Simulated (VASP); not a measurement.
# HgSe (F-43m) in VASP: notebook

HgSe is run at these levels: PBE; tasks: single point.

Program: VASP 6.6.1. These are calculated values, not measurements. Logs are shortened: lines on timing, memory, paths and dates and some standing lists are left out, and cuts for length are marked.

## (1) The cell of the first run

It takes space group F-43m (No. 216, cubic). Conventional cell: a = 5.990 Å, b = 5.990 Å, c = 5.990 Å, α = 90.00°, β = 90.00°, γ = 90.00°. Within 3.4 Å of Hg (site symmetry -43m) lie 4 Se at 2.59 Å. Within 3.4 Å of Se (site symmetry -43m) lie 4 Hg at 2.59 Å.

## (2) Single point, PBE (volume scaled by 0.96)

Contents of INCAR:

```
PREC = Accurate ; ENCUT = 500
EDIFF = 1E-6 ; ISMEAR = -1
SIGMA = 0.02 ; LREAL = F
LASPH = T ; NELM = 120
ALGO = Normal ; ISIF = 2
LWAVE = F ; LCHARG = F
GGA = PE ; NBANDS = 16
GGA_COMPAT = F
```

Contents of KPOINTS:

```
regular mesh
0
Gamma
  9 9 9
```

Contents of POSCAR:

```
HgSe
1.0
    0.0000000000      2.9949679431      2.9949679431
    2.9949679431      0.0000000000      2.9949679431
    2.9949679431      2.9949679431      0.0000000000
Hg Se
1 1
Direct
    0.0000000000      0.0000000000      0.0000000000
    0.7500000000      0.7500000000      0.7500000000
```

Potentials or basis: VASP PAW PBE potentials, release 64 (Hg, Se).

On the command line:

```bash
$ cat potpaw_PBE.64/Hg/POTCAR potpaw_PBE.64/Se/POTCAR > POTCAR
$ mpirun -np 1 vasp_std > vasp.out
```

OUTCAR:

```text
PREC = Accurate
   ENCUT = 500
   EDIFF = 1E-6
   ISMEAR = -1
   LREAL = F
   LASPH = T
   NELM = 120
   ISIF = 2
   GGA = PE

 ion  position               nearest neighbor table
   1  0.000  0.000  0.000-   2 2.59   2 2.59   2 2.59   2 2.59
   2  0.750  0.750  0.750-   1 2.59   1 2.59   1 2.59   1 2.59

  LATTYP: Found a face centered cubic cell.
 ALAT       =     5.9899358862

  Lattice vectors:

 A1 = (   0.0000000000,   2.9949679431,   2.9949679431)
 A2 = (   2.9949679431,   0.0000000000,   2.9949679431)
 A3 = (   2.9949679431,   2.9949679431,   0.0000000000)

Analysis of symmetry for initial positions (statically):
=====================================================================
 Subroutine PRICEL returns:
 Original cell was already a primitive cell.

 Routine SETGRP: Setting up the symmetry group for a
 face centered cubic supercell.

 Subroutine GETGRP returns: Found 24 space group operations
 (whereof 24 operations were pure point group operations)
 out of a pool of 48 trial point group operations.

The static configuration has the point symmetry T_d .

Analysis of symmetry for dynamics (positions and initial velocities):
=====================================================================
 Subroutine PRICEL returns:
 Original cell was already a primitive cell.

 Routine SETGRP: Setting up the symmetry group for a
 face centered cubic supercell.

 Subroutine GETGRP returns: Found 24 space group operations
 (whereof 24 operations were pure point group operations)
 out of a pool of 48 trial point group operations.

The dynamic configuration has the point symmetry T_d .

 Subroutine INISYM returns: Found 24 space group operations
 (whereof 24 operations are pure point group operations),
 and found     1 'primitive' translations

----------------------------------------------------------------------------------------

                                     Primitive cell

  volume of cell :      53.7287

  direct lattice vectors                    reciprocal lattice vectors
     0.000000000  2.994967943  2.994967943    -0.166946695  0.166946695  0.166946695
     2.994967943  0.000000000  2.994967943     0.166946695 -0.166946695  0.166946695
     2.994967943  2.994967943  0.000000000     0.166946695  0.166946695 -0.166946695

[... 72 lines left out ...]
   NGXF,Y,Z  is equivalent  to a cutoff of  25.12, 25.12, 25.12 a.u.
 SYSTEM =  unknown system
   PREC   = accura    normal or accurate (medium, high low for compatibility)
   ISTART =      0    job   : 0-new  1-cont  2-samecut
   ICHARG =      2    charge: 1-file 2-atom 10-const
   ISPIN  =      1    spin polarized calculation?
   LNONCOLLINEAR =      F non collinear calculations
   LSORBIT =      F    spin-orbit coupling
   LASPH  =      T    aspherical Exc in radial PAW
   ENCUT  =  500.0 eV  36.75 Ry    6.06 a.u.   7.72  7.72  7.72*2*pi/ulx,y,z
   NELM   =    120;   NELMIN=  2; NELMDL= -5     # of ELM steps
   EDIFF  = 0.1E-05   stopping-criterion for ELM
   LREAL  =      F    real-space projection
   EDIFFG = 0.1E-04   stopping-criterion for IOM
   NSW    =      0    number of steps for IOM
   IBRION =     -1    ionic relax: 0-MD 1-quasi-New 2-CG
   NFREE  =      0    steps in history (QN), initial steepest desc. (CG)
   ISIF   =      2    stress and relaxation
   ISYM   =      2    0-nonsym 1-usesym 2-fastsym
   POTIM  = 0.5000    time-step for ionic-motion
   TEBEG  =    0.0;   TEEND  =   0.0 temperature during run
   PSTRESS=    0.0 pullay stress
   NELECT =      18.0000    total number of electrons
   NUPDOWN=      -1.0000    fix difference up-down
   EMIN   =  10.00;   EMAX   =-10.00  energy-range for DOS
   EFERMI =   0.00;   METHOD = LEGACY
   ISMEAR =    -1;   SIGMA  =   0.02  broadening in eV -4-tet -1-fermi 0-gaus
   EFERMI_NEDOS =   21; number of points for ismear=-14 and -15
   IALGO  =     38    algorithm
   IMIX   =      4    mixing-type and parameters
     AMIX     =   0.40;   BMIX     =  1.00
     AMIX_MAG =   1.60;   BMIX_MAG =  1.00
  volume/ion in A,a.u.               =      26.86       181.29
  Fermi-wavevector in a.u.,A,eV,Ry     =   1.137008  2.148633 17.589435  1.292787
  Thomas-Fermi vector in A             =   2.273713
   LORBIT       =      0    0 simple, 1 ext, 2 COOP (PROOUT), +10 PAW based schemes
   GGA     = PE    functional components
   LHFCALC =     F    Hartree Fock is set to
   AEXX    =    0.0000 exact exchange contribution
   IVDW    =     0    specifies the selected vdW correction
   LEPSILON=     F    determine dielectric tensor
   LRPA    =     F    only Hartree local field effects (RPA)
 non-spin polarized calculation
  energy-cutoff  :      500.00
  volume of cell :       53.73
 maximum number of plane-waves:      1384
   NGX = 15   NGY = 15   NGZ = 15

 number of electron      17.9999999 magnetization

 Free energy of the ion-electron system (eV)
  ---------------------------------------------------
  ext. energy  EPLUGINS =         0.00000000
  ---------------------------------------------------
  free energy    TOTEN  =        -3.91016284 eV

  energy without entropy =       -3.91005488  energy(sigma->0) =       -3.91010886

 E-fermi :   2.2240     XC(G=0):  -9.2657

 val. band max:        2.2099628102   @ k =   0.0000   0.0000   0.0000
 cond. band min:       2.7794797917   @ k =   0.1111   0.0000   0.0000
 fundamental gap:      0.5695169815
 Fermi energy:         2.2240397422

 k-point     1 :       0.0000    0.0000    0.0000
  band No.  band energies     occupation
      1     -11.6031      2.00000
      2      -5.2585      2.00000
      3      -5.2585      2.00000
      4      -5.2585      2.00000
      5      -4.4322      2.00000
      6      -4.4322      2.00000
[... 433 lines left out ...]
      3      -4.7169      2.00000
      4      -4.7169      2.00000
      5      -4.3087      2.00000
      6      -4.1373      2.00000
[... 8 lines left out ...]
     15      13.9149      0.00000
     16      15.7851      0.00000

 [... further k-points ...]
[... 5 lines left out ...]
  --------------------------------------------------------------------------------------
  -------------------------------------------------------------------------------------
  Total        2.7656353      2.7656353      2.7656353      0.0000000      0.0000000      0.0000000
  in kB       82.4705643     82.4705643     82.4705643      0.0000000      0.0000000      0.0000000
  external PRESSURE =      82.4705643 kB  Pullay stress =       0.0000000 kB

 VOLUME and BASIS-vectors are now :
 -----------------------------------------------------------------------------
  energy-cutoff  :      500.00
  volume of cell :       53.73
      direct lattice vectors                 reciprocal lattice vectors
     0.000000000  2.994967943  2.994967943    -0.166946695  0.166946695  0.166946695
     2.994967943  0.000000000  2.994967943     0.166946695 -0.166946695  0.166946695
     2.994967943  2.994967943  0.000000000     0.166946695  0.166946695 -0.166946695

 POSITION                                       TOTAL-FORCE (eV/Angst)
 -----------------------------------------------------------------------------------
      0.00000      0.00000      0.00000        -0.000000     -0.000000     -0.000000
      4.49245      4.49245      4.49245         0.000000      0.000000      0.000000
 -----------------------------------------------------------------------------------
    total drift:                                0.000000      0.000000      0.000000

  FREE ENERGIE OF THE ION-ELECTRON SYSTEM (eV)
  ---------------------------------------------------
  free  energy   TOTEN  =        -3.9101628376 eV

  energy  without entropy=       -3.9100548767  energy(sigma->0) =       -3.91010886
```

OSZICAR:

```text
N       E                     dE             d eps       ncg     rms          rms(c)
DAV:   1     0.111654281481E+03    0.11165E+03   -0.84509E+03  1136   0.978E+02
DAV:   2    -0.422939251714E+00   -0.11208E+03   -0.10508E+03  1344   0.243E+02
DAV:   3    -0.420851034583E+01   -0.37856E+01   -0.37775E+01  1320   0.460E+01
DAV:   4    -0.422290595433E+01   -0.14396E-01   -0.14395E-01  1408   0.292E+00
DAV:   5    -0.422298060183E+01   -0.74647E-04   -0.74647E-04  1376   0.186E-01    0.901E+00
DAV:   6    -0.392471810268E+01    0.29826E+00   -0.48286E-01  1624   0.101E+01    0.684E+00
DAV:   7    -0.391133475706E+01    0.13383E-01   -0.13202E-01  1280   0.266E+00    0.279E+00
DAV:   8    -0.391030427018E+01    0.10305E-02   -0.17767E-02  1232   0.165E+00    0.220E-01
DAV:   9    -0.391013855920E+01    0.16571E-03   -0.16263E-03  1456   0.577E-01    0.859E-02
DAV:  10    -0.391014818964E+01   -0.96304E-05   -0.13205E-04  1448   0.146E-01    0.299E-02
DAV:  11    -0.391016408774E+01   -0.15898E-04   -0.44162E-05  1304   0.658E-02    0.157E-02
DAV:  12    -0.391016264455E+01    0.14432E-05   -0.68726E-06  1280   0.379E-02    0.511E-03
DAV:  13    -0.391016283762E+01   -0.19307E-06   -0.14924E-06  1168   0.857E-03
   1 F= -.39101628E+01 E0= -.39101089E+01  d E =-.107961E-03
```

Run time: 22 s. Hardware: 1 thread of Intel Xeon 8259CL, shared host; peak memory 0.19 GiB.

Results:

* Free energy: -3.9102 eV
* Pressure: 8.2 GPa
* Band gap on the k mesh: zero (filled and empty bands touch)

Levels at points of the mesh, in eV from the Fermi level:
| k point | band 5 | band 6 | band 7 | band 8 | band 9 | band 10 | band 11 | band 12 | band 13 | band 14 |
| --- | --- | --- | --- | --- | --- | --- | --- | --- | --- | --- |
| (0.00, 0.00, 0.00) | -6.66 | -6.66 | -0.89 | -0.01 | -0.01 | -0.01 | 5.41 | 5.41 | 5.41 | 8.59 |

Caveat: spin-orbit coupling is left out, which moves the levels of the heavy elements.

## (3) Single point, PBE (volume scaled by 1.02)

INCAR is that of step 2.

KPOINTS is that of step 2.

Contents of POSCAR:

```
HgSe
1.0
    0.0000000000      3.0561065462      3.0561065462
    3.0561065462      0.0000000000      3.0561065462
    3.0561065462      3.0561065462      0.0000000000
Hg Se
1 1
Direct
    0.0000000000      0.0000000000      0.0000000000
    0.7500000000      0.7500000000      0.7500000000
```

Potentials or basis: VASP PAW PBE potentials, release 64 (Hg, Se).

On the command line:

```bash
$ cat potpaw_PBE.64/Hg/POTCAR potpaw_PBE.64/Se/POTCAR > POTCAR
$ mpirun -np 1 vasp_std > vasp.out
```

Wall time 26 s (1 thread of Intel Xeon 8259CL, shared host); peak memory 0.19 GiB.

The run converged. Its results:

```yaml
Free_energy: -4.0362 eV
Pressure: 3.9 GPa
Band_gap_on_the_k_mesh: zero (filled and empty bands touch)
```

Levels at points of the mesh, in eV from the Fermi level:
```
           k point  band 7  band 8  band 9  band 10  band 11  band 12
(0.00, 0.00, 0.00)   -0.97   -0.01   -0.01    -0.01     5.50     5.50
```

Caveat: spin-orbit coupling is left out, which moves the levels of the heavy elements.

## (4) Single point, PBE (volume scaled by 1.04)

Contents of INCAR:

```
SYSTEM = HgSe
ALGO = Normal
EDIFF = 1E-6
ENCUT = 500
GGA = PE
GGA_COMPAT = .False.
ISIF = 2
ISMEAR = -1
LASPH = .True.
LCHARG = .False.
LREAL = .False.
LWAVE = .False.
NBANDS = 16
NELM = 120
PREC = Accurate
SIGMA = 0.02
```

Contents of KPOINTS:

```
k-points
0
Gamma
  9 9 9
  0 0 0
```

Contents of POSCAR:

```
HgSe
1.0
    0.0000000000      3.0759519500      3.0759519500
    3.0759519500      0.0000000000      3.0759519500
    3.0759519500      3.0759519500      0.0000000000
Hg Se
1 1
Direct
    0.0000000000      0.0000000000      0.0000000000
    0.7500000000      0.7500000000      0.7500000000
```

Potentials or basis: VASP PAW PBE potentials, release 64 (Hg, Se).

On the command line:

```bash
$ cat potpaw_PBE.64/Hg/POTCAR potpaw_PBE.64/Se/POTCAR > POTCAR
$ mpirun -np 1 vasp_std > vasp.out
```

OUTCAR:

```text
SYSTEM = HgSe
   EDIFF = 1E-6
   ENCUT = 500
   GGA = PE
   ISIF = 2
   ISMEAR = -1
   LASPH = .True.
   LREAL = .False.
   NELM = 120
   PREC = Accurate

 ion  position               nearest neighbor table
   1  0.000  0.000  0.000-   2 2.66   2 2.66   2 2.66   2 2.66
   2  0.750  0.750  0.750-   1 2.66   1 2.66   1 2.66   1 2.66

  LATTYP: Found a face centered cubic cell.
 ALAT       =     6.1519039000

  Lattice vectors:

 A1 = (   0.0000000000,   3.0759519500,   3.0759519500)
 A2 = (   3.0759519500,   0.0000000000,   3.0759519500)
 A3 = (   3.0759519500,   3.0759519500,   0.0000000000)

[... 623 lines left out ...]
      5      -4.7600      2.00000
      6      -4.6039      2.00000
[... 8 lines left out ...]
     15      13.1288      0.00000
     16      14.7451      0.00000

 [... further k-points ...]
[... 5 lines left out ...]
  --------------------------------------------------------------------------------------
  -------------------------------------------------------------------------------------
  Total        1.0141152      1.0141152      1.0141152      0.0000000      0.0000000      0.0000000
  in kB       27.9144598     27.9144598     27.9144598      0.0000000      0.0000000      0.0000000
  external PRESSURE =      27.9144598 kB  Pullay stress =       0.0000000 kB

 VOLUME and BASIS-vectors are now :
 -----------------------------------------------------------------------------
  energy-cutoff  :      500.00
  volume of cell :       58.21
      direct lattice vectors                 reciprocal lattice vectors
     0.000000000  3.075951950  3.075951950    -0.162551304  0.162551304  0.162551304
     3.075951950  0.000000000  3.075951950     0.162551304 -0.162551304  0.162551304
     3.075951950  3.075951950  0.000000000     0.162551304  0.162551304 -0.162551304

 POSITION                                       TOTAL-FORCE (eV/Angst)
 -----------------------------------------------------------------------------------
      0.00000      0.00000      0.00000        -0.000000     -0.000000     -0.000000
      4.61393      4.61393      4.61393         0.000000      0.000000      0.000000
 -----------------------------------------------------------------------------------
    total drift:                               -0.000000     -0.000000     -0.000000

  FREE ENERGIE OF THE ION-ELECTRON SYSTEM (eV)
  ---------------------------------------------------
  free  energy   TOTEN  =        -4.0599525928 eV

  energy  without entropy=       -4.0598396178  energy(sigma->0) =       -4.05989611
```

OSZICAR:

```text
N       E                     dE             d eps       ncg     rms          rms(c)
DAV:   1     0.109636391775E+03    0.10964E+03   -0.82363E+03  1128   0.965E+02
DAV:   2    -0.429556474239E+00   -0.11007E+03   -0.10238E+03  1312   0.236E+02
DAV:   3    -0.435038440130E+01   -0.39208E+01   -0.39112E+01  1352   0.461E+01
DAV:   4    -0.436620068016E+01   -0.15816E-01   -0.15816E-01  1344   0.300E+00
DAV:   5    -0.436628855613E+01   -0.87876E-04   -0.87876E-04  1424   0.200E-01    0.739E+00
DAV:   6    -0.407116218695E+01    0.29513E+00   -0.48825E-01  1616   0.981E+00    0.584E+00
DAV:   7    -0.406084403122E+01    0.10318E-01   -0.11589E-01  1240   0.241E+00    0.262E+00
DAV:   8    -0.406006779899E+01    0.77623E-03   -0.13960E-02  1264   0.142E+00    0.192E-01
DAV:   9    -0.405993269001E+01    0.13511E-03   -0.15051E-03  1408   0.548E-01    0.649E-02
DAV:  10    -0.405993763031E+01   -0.49403E-05   -0.15030E-04  1408   0.154E-01    0.314E-02
DAV:  11    -0.405995424720E+01   -0.16617E-04   -0.56515E-05  1360   0.741E-02    0.227E-02
DAV:  12    -0.405995257142E+01    0.16758E-05   -0.86167E-06  1336   0.400E-02    0.692E-03
DAV:  13    -0.405995259279E+01   -0.21364E-07   -0.82416E-07   928   0.598E-03
   1 F= -.40599526E+01 E0= -.40598961E+01  d E =-.112975E-03
```

It took 29 s on 1 thread of Intel Xeon 8259CL, shared host; peak memory 0.19 GiB.

Results:

```
Free energy            : -4.0600 eV
Pressure               : 2.8 GPa
Band gap on the k mesh : zero (filled and empty bands touch)
```

Levels at points of the mesh, in eV from the Fermi level:
```
           k point  band 7  band 8  band 9  band 10  band 11  band 12
(0.00, 0.00, 0.00)   -0.99   -0.01   -0.01    -0.01     5.52     5.52
```

Caveat: spin-orbit coupling is left out, which moves the levels of the heavy elements.

## (5) Overview

```csv
cell,gap on the mesh (eV),pressure (GPa)
"a = 4.236 Å, angles 60.0°, 2 atoms",none,8.2
"a = 4.322 Å, angles 60.0°, 2 atoms",none,3.9
"a = 4.350 Å, angles 60.0°, 2 atoms",none,2.8
```

Alike in all rows: task single point; level PBE; potentials or basis VASP PAW PBE potentials, release 64 (Hg, Se); no spin polarisation; k mesh 9 × 9 × 9; cutoff (eV) 500; smearing fermi-dirac 0.02 eV.

Caveats: spin-orbit coupling is left out, which moves the levels of the heavy elements.

Total energies depend on the potentials used, so only differences within one code and one set of settings carry meaning.
